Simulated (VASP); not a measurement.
Input of a VASP 6.6.1 run:

Contents of INCAR:

```
SYSTEM = C
PREC     = Accurate       ! precision mode
ENCUT    = 520            ! plane-wave cutoff, eV
EDIFF    = 1E-6           ! SCF threshold, eV
ISMEAR   = 0              ! smearing method
SIGMA    = 0.05           ! smearing width, eV
LREAL    = Auto         
LASPH    = .True.         ! aspherical terms in the spheres
NELM     = 60             ! most SCF steps
ALGO     = Normal         ! electronic algorithm
ISIF     = 2              ! what is computed and relaxed
LWAVE    = .False.        ! write WAVECAR
LCHARG   = .False.        ! write CHGCAR
GGA      = PE             ! functional
NBANDS   = 43             ! bands
```

File KPOINTS:

```
regular mesh
0
Gamma
  6 6 6
  0 0 0
```

POSCAR

```
C
1.0
    3.5715485858      0.0000000000     -3.5715485858
    0.0000000000      3.5715485858     -3.5715485858
    3.5715485858      3.5715485858      0.0000000000
C
15
Direct
    0.2500000000      0.2500000000      0.2500000000
    0.2500000000      0.7500000000      0.7500000000
    0.2500000000      0.7500000000      0.2500000000
    0.7500000000      0.2500000000      0.7500000000
    0.7500000000      0.2500000000      0.2500000000
    0.7500000000      0.7500000000      0.7500000000
    0.7500000000      0.7500000000      0.2500000000
    0.1250000000      0.1250000000      0.1250000000
    0.1250000000      0.1250000000      0.6250000000
    0.1250000000      0.6250000000      0.1250000000
    0.1396388640      0.5125000000      0.6739305680
    0.6250000000      0.1250000000      0.1250000000
    0.6250000000      0.1250000000      0.6250000000
    0.6250000000      0.6250000000      0.1250000000
    0.6250000000      0.6250000000      0.6250000000
```

Potentials or basis: VASP PAW PBE potentials, release 64 (C).

The run is started by

```console
$ cat potpaw_PBE.64/C/POTCAR > POTCAR
$ mpirun -np 1 vasp_std > vasp.out
```

Q: Predict the band gap on the k mesh.

A: Zero (bands 30 and 31 overlap by 2.39 eV).

Q: What does it give for the largest force?

A: 5.473 eV/Å.

Q: Predict the pressure.

A: -9.6 GPa.

Forces in eV/Å, atoms in the order of the input:
```
C   -0.121  0.121 -0.650
C    2.002  0.139  0.232
C   -0.139 -2.002  0.232
C   -0.263  0.693  0.076
C   -0.693  0.263  0.076
C    0.209 -0.209  2.264
C    0.000  0.000 -0.051
C    2.099  2.690  2.015
C   -2.690 -2.099  2.015
C    0.016 -0.016 -0.236
C   -2.490  2.490 -4.189
C    0.107 -0.107  0.079
C    2.501 -2.501 -2.584
C   -0.164  0.374  0.362
C   -0.374  0.164  0.362
```

Caveat: the cell differs from its parent crystal (atoms taken out).
